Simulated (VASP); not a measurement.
# HfN (rocksalt type) (Fm-3m) in VASP: density of states with PBEsol

Aim: the density of states of HfN (rocksalt type) with PBEsol.

Program: VASP 6.6.1. These are calculated values, not measurements. Logs are shortened: lines on timing, memory, paths and dates and some standing lists are left out, and cuts for length are marked.

**1. The cell of the first run**

Symmetry: Fm-3m, No. 225, cubic system. The conventional cell has a = 4.108 Å, b = 4.108 Å, c = 4.108 Å, α = 90.00°, β = 90.00°, γ = 90.00°. Hf (site symmetry m-3m) has 6 N at 2.05 Å within 2.7 Å. Within 2.7 Å of N (site symmetry m-3m) lie 6 Hf at 2.05 Å.

**2. Density of states, PBEsol (volume scaled by 0.76)**

POSCAR reads:

```
HfN
1.0
    0.0000000000      2.0540657164      2.0540657164
    2.0540657164      0.0000000000      2.0540657164
    2.0540657164      2.0540657164      0.0000000000
Hf N
1 1
Direct
    0.0000000000      0.0000000000      0.0000000000
    0.5000000000      0.5000000000      0.5000000000
```

INCAR.step1 reads:

```
SYSTEM = HfN
PREC = Accurate ; ENCUT = 520
EDIFF = 1E-7 ; ISMEAR = -1
SIGMA = 0.1 ; LREAL = .False.
LASPH = .True. ; NELM = 80
ALGO = Normal ; ISIF = 2
LWAVE = .False. ; LCHARG = .True.
LMAXMIX = 4 ; GGA = PS
NBANDS = 14
```

KPOINTS.step1 reads:

```
Automatic mesh
0
Gamma
  15 15 15
  0 0 0
```

INCAR.step2 reads:

```
SYSTEM = HfN
PREC = Accurate ; ENCUT = 520
EDIFF = 1E-7 ; ISMEAR = -5
SIGMA = 0.1 ; LREAL = .False.
LASPH = .True. ; NELM = 80
ALGO = Normal ; ISIF = 2
LWAVE = .False. ; LCHARG = .False.
LMAXMIX = 4 ; GGA = PS
LORBIT = 11 ; NBANDS = 14
NEDOS = 2001 ; ICHARG = 11
```

KPOINTS.step2 reads:

```
Automatic mesh
0
Gamma
  23 23 23
  0 0 0
```

Potentials or basis: VASP PAW PBE potentials, release 64 (Hf_pv, N).

On the command line:

```sh
$ cat potpaw_PBE.64/Hf_pv/POTCAR potpaw_PBE.64/N/POTCAR > POTCAR
$ cp INCAR.step1 INCAR
$ cp KPOINTS.step1 KPOINTS
$ mpirun -np 1 vasp_std > vasp.out
$ cp INCAR.step2 INCAR
$ cp KPOINTS.step2 KPOINTS
$ mpirun -np 1 vasp_std > vasp.out
```

OUTCAR:

```text
SYSTEM = HfN
   PREC = Accurate
   ENCUT = 520
   EDIFF = 1E-7
   ISMEAR = -5
   LREAL = .False.
   LASPH = .True.
   NELM = 80
   ISIF = 2
   GGA = PS
   LORBIT = 11
   ICHARG = 11

 ion  position               nearest neighbor table
   1  0.000  0.000  0.000-   2 2.05   2 2.05   2 2.05   2 2.05   2 2.05   2 2.05
   2  0.500  0.500  0.500-   1 2.05   1 2.05   1 2.05   1 2.05   1 2.05   1 2.05

  LATTYP: Found a face centered cubic cell.
 ALAT       =     4.1081314328

  Lattice vectors:

 A1 = (   0.0000000000,   2.0540657164,   2.0540657164)
 A2 = (   2.0540657164,   0.0000000000,   2.0540657164)
 A3 = (   2.0540657164,   2.0540657164,   0.0000000000)

Analysis of symmetry for initial positions (statically):
=====================================================================
 Subroutine PRICEL returns:
 Original cell was already a primitive cell.

 Routine SETGRP: Setting up the symmetry group for a
 face centered cubic supercell.

 Subroutine GETGRP returns: Found 48 space group operations
 (whereof 48 operations were pure point group operations)
 out of a pool of 48 trial point group operations.

The static configuration has the point symmetry O_h .

Analysis of symmetry for dynamics (positions and initial velocities):
=====================================================================
 Subroutine PRICEL returns:
 Original cell was already a primitive cell.

 Routine SETGRP: Setting up the symmetry group for a
 face centered cubic supercell.

 Subroutine GETGRP returns: Found 48 space group operations
 (whereof 48 operations were pure point group operations)
 out of a pool of 48 trial point group operations.

The dynamic configuration has the point symmetry O_h .

 Subroutine INISYM returns: Found 48 space group operations
 (whereof 48 operations are pure point group operations),
 and found     1 'primitive' translations

----------------------------------------------------------------------------------------

                                     Primitive cell

  volume of cell :      17.3330

  direct lattice vectors                    reciprocal lattice vectors
     0.000000000  2.054065716  2.054065716    -0.243419671  0.243419671  0.243419671
     2.054065716  0.000000000  2.054065716     0.243419671 -0.243419671  0.243419671
     2.054065716  2.054065716  0.000000000     0.243419671  0.243419671 -0.243419671

  length of vectors
     2.904887594  2.904887594  2.904887594     0.421615237  0.421615237  0.421615237

  position of ions in fractional coordinates (direct lattice)
     0.000000000  0.000000000  0.000000000
     0.500000000  0.500000000  0.500000000

  ion indices of the primitive-cell ions
   primitive index   ion index
                 1           1
                 2           2

----------------------------------------------------------------------------------------

 KPOINTS: Automatic mesh

Automatic generation of k-mesh.
 Grid dimensions read from file:
 generate k-points for:   23   23   23

 Generating k-lattice:

  Cartesian coordinates                     Fractional coordinates (reciprocal lattice)
    -0.010583464  0.010583464  0.010583464     0.043478261  0.000000000  0.000000000
     0.010583464 -0.010583464  0.010583464     0.000000000  0.043478261  0.000000000
     0.010583464  0.010583464 -0.010583464     0.000000000  0.000000000  0.043478261

  Length of vectors
     0.018331097  0.018331097  0.018331097

  Shift w.r.t. Gamma in fractional coordinates (k-lattice)
     0.000000000  0.000000000  0.000000000

 TETIRR: Found   1662 inequivalent tetrahedra from    73002

 Subroutine IBZKPT returns following result:
 ===========================================

 Found    364 irreducible k-points:

 Following reciprocal coordinates:
            Coordinates               Weight
  0.000000  0.000000  0.000000      1.000000
  0.043478  0.000000  0.000000      8.000000
  0.086957  0.000000  0.000000      8.000000
  0.130435  0.000000  0.000000      8.000000
  0.173913  0.000000  0.000000      8.000000
  0.217391  0.000000  0.000000      8.000000
[... 16 lines left out ...]
  0.478261  0.043478  0.000000     24.000000
 -0.478261  0.043478  0.000000     24.000000
 [... further k-points ...]
   k-points           NKPTS =    364   k-points in BZ     NKDIM =    364   number of bands    NBANDS=     14
   number of dos      NEDOS =   2001   number of ions     NIONS =      2
   total plane-waves  NPLWV =  13824
   dimension x,y,z NGX =    24 NGY =   24 NGZ =   24
   dimension x,y,z NGXF=    48 NGYF=   48 NGZF=   48
   ions per type =               1   1
   NGX,Y,Z   is equivalent  to a cutoff of  13.74, 13.74, 13.74 a.u.
   NGXF,Y,Z  is equivalent  to a cutoff of  27.47, 27.47, 27.47 a.u.
 SYSTEM =  HfN
   PREC   = accura    normal or accurate (medium, high low for compatibility)
   ISTART =      0    job   : 0-new  1-cont  2-samecut
   ICHARG =     11    charge: 1-file 2-atom 10-const
   ISPIN  =      1    spin polarized calculation?
   LNONCOLLINEAR =      F non collinear calculations
   LSORBIT =      F    spin-orbit coupling
   LASPH  =      T    aspherical Exc in radial PAW
   ENCUT  =  520.0 eV  38.22 Ry    6.18 a.u.   5.40  5.40  5.40*2*pi/ulx,y,z
   NELM   =     80;   NELMIN=  2; NELMDL=  0     # of ELM steps
   EDIFF  = 0.1E-06   stopping-criterion for ELM
   LREAL  =      F    real-space projection
   EDIFFG = 0.1E-05   stopping-criterion for IOM
   NSW    =      0    number of steps for IOM
   IBRION =     -1    ionic relax: 0-MD 1-quasi-New 2-CG
   NFREE  =      0    steps in history (QN), initial steepest desc. (CG)
   ISIF   =      2    stress and relaxation
   ISYM   =      2    0-nonsym 1-usesym 2-fastsym
   POTIM  = 0.5000    time-step for ionic-motion
   TEBEG  =    0.0;   TEEND  =   0.0 temperature during run
   PSTRESS=    0.0 pullay stress
   NELECT =      15.0000    total number of electrons
   NUPDOWN=      -1.0000    fix difference up-down
   EMIN   =  10.00;   EMAX   =-10.00  energy-range for DOS
   EFERMI =   0.00;   METHOD = LEGACY
   ISMEAR =    -5;   SIGMA  =   0.10  broadening in eV -4-tet -1-fermi 0-gaus
   EFERMI_NEDOS =   21; number of points for ismear=-14 and -15
   IALGO  =     38    algorithm
   IMIX   =      4    mixing-type and parameters
     AMIX     =   0.40;   BMIX     =  1.00
     AMIX_MAG =   1.60;   BMIX_MAG =  1.00
  volume/ion in A,a.u.               =       8.67        58.48
  Fermi-wavevector in a.u.,A,eV,Ry     =   1.560083  2.948129 33.114643  2.433858
  Thomas-Fermi vector in A             =   2.663347
   LORBIT       =     11    0 simple, 1 ext, 2 COOP (PROOUT), +10 PAW based schemes
   GGA     = PS    functional components
   LHFCALC =     F    Hartree Fock is set to
   AEXX    =    0.0000 exact exchange contribution
   IVDW    =     0    specifies the selected vdW correction
   LEPSILON=     F    determine dielectric tensor
   LRPA    =     F    only Hartree local field effects (RPA)
 non-spin polarized calculation
 Fermi weights with tetrahedron method with Bloechl corrections
  energy-cutoff  :      520.00
  volume of cell :       17.33
 maximum number of plane-waves:       489
 NGX is ok and might be reduce to    24

 number of electron      15.0000000 magnetization

 Free energy of the ion-electron system (eV)
  ---------------------------------------------------
  ext. energy  EPLUGINS =         0.00000000
  ---------------------------------------------------
  free energy    TOTEN  =       -21.18030833 eV

  energy without entropy =      -21.18030833  energy(sigma->0) =      -21.18030833

 E-fermi :  10.9308     XC(G=0): -14.4503

 val. band max:       11.0361596092   @ k =  -0.1304   0.0870   0.0000
 cond. band min:      10.8054245315   @ k =  -0.0870   0.0870   0.0000
 fundamental gap:     -0.2307350777
 Fermi energy:        10.9308285516

 k-point     1 :       0.0000    0.0000    0.0000
  band No.  band energies     occupation
      1     -18.9602      2.00000
      2     -18.9602      2.00000
      3     -18.9602      2.00000
      4      -8.1171      2.00000
      5       7.7094      2.00000
      6       7.7094      2.00000
      7       7.7094      2.00000
      8      10.2950      2.00000
      9      10.2950      2.00000
     10      10.2950      2.00000
     11      13.6045      0.00000
     12      13.6045      0.00000
     13      15.9921      0.00000
     14      21.1877      0.00000

 k-point     2 :       0.0435    0.0000    0.0000
  band No.  band energies     occupation
      1     -19.0226      2.00000
      2     -18.9639      2.00000
      3     -18.9639      2.00000
      4      -8.0286      2.00000
      5       7.4583      2.00000
      6       7.5186      2.00000
      7       7.5186      2.00000
      8      10.3936      2.00000
      9      10.3936      2.00000
     10      10.4020      2.00000
     11      13.8388      0.00000
     12      13.8388      0.00000
     13      16.1240      0.00000
     14      21.3998      0.00000
[... 343 lines left out ...]
      1     -21.5093      2.00000
      2     -19.1765      2.00000
      3     -19.1675      2.00000
      4      -3.3818      2.00000
      5       0.4929      2.00000
      6       3.2477      2.00000
      7       3.2716      2.00000
      8      14.9471      0.00000
      9      16.0125      0.00000
     10      16.2944      0.00000
     11      17.8190      0.00000
     12      23.3102      0.00000
     13      23.7211      0.00000
     14      24.5441      0.00000

 k-point    24 :      -0.4783    0.0435    0.0000
  band No.  band energies     occupation
      1     -21.5348      2.00000
      2     -19.1895      2.00000
      3     -19.1594      2.00000
      4      -3.2920      2.00000
      5       0.3917      2.00000
      6       3.1928      2.00000
      7       3.2581      2.00000
      8      15.6260      0.00000
      9      15.7346      0.00000
     10      16.2290      0.00000
     11      17.7424      0.00000
     12      23.6808      0.00000
     13      23.7918      0.00000
     14      24.5438      0.00000

 [... further k-points ...]

------------------------ aborting loop because EDIFF is reached ----------------------------------------

  FORCE on cell =-STRESS in cart. coord.  units (eV):
  Direction    XX          YY          ZZ          XY          YZ          ZX
  --------------------------------------------------------------------------------------
  -------------------------------------------------------------------------------------
  Total       14.9820740     14.9820740     14.9820740     -0.0000000     -0.0000000     -0.0000000
  in kB     1384.8716385   1384.8716385   1384.8716385     -0.0000000     -0.0000000     -0.0000000
  external PRESSURE =    1384.8716385 kB  Pullay stress =       0.0000000 kB

 VOLUME and BASIS-vectors are now :
 -----------------------------------------------------------------------------
  energy-cutoff  :      520.00
  volume of cell :       17.33
      direct lattice vectors                 reciprocal lattice vectors
     0.000000000  2.054065716  2.054065716    -0.243419671  0.243419671  0.243419671
     2.054065716  0.000000000  2.054065716     0.243419671 -0.243419671  0.243419671
     2.054065716  2.054065716  0.000000000     0.243419671  0.243419671 -0.243419671

 POSITION                                       TOTAL-FORCE (eV/Angst)
 -----------------------------------------------------------------------------------
      0.00000      0.00000      0.00000         0.000000      0.000000      0.000000
      2.05407      2.05407      2.05407        -0.000000      0.000000      0.000000
 -----------------------------------------------------------------------------------
    total drift:                                0.000000     -0.000000     -0.000000

  FREE ENERGIE OF THE ION-ELECTRON SYSTEM (eV)
  ---------------------------------------------------
  free  energy   TOTEN  =       -21.1803083261 eV

  energy  without entropy=      -21.1803083261  energy(sigma->0) =      -21.18030833

 total charge

# of ion       s       p       d       tot
------------------------------------------
    1        0.401   7.059   2.414   9.874
    2        1.271   2.708   0.000   3.979
--------------------------------------------------
tot          1.672   9.767   2.414  13.853
```

It took 83 s on 1 thread of Intel Xeon 8259CL, shared host; peak memory 0.22 GiB.

What came out:

```
Valence electrons inside the program's atomic spheres : Hf 9.87; N 3.98
```

Caveat: the PAW data sets were made with another functional, which shifts forces and pressure a little; spin-orbit coupling is left out, which moves the levels of the heavy elements; tetrahedron occupations give inexact forces and stress in metals.
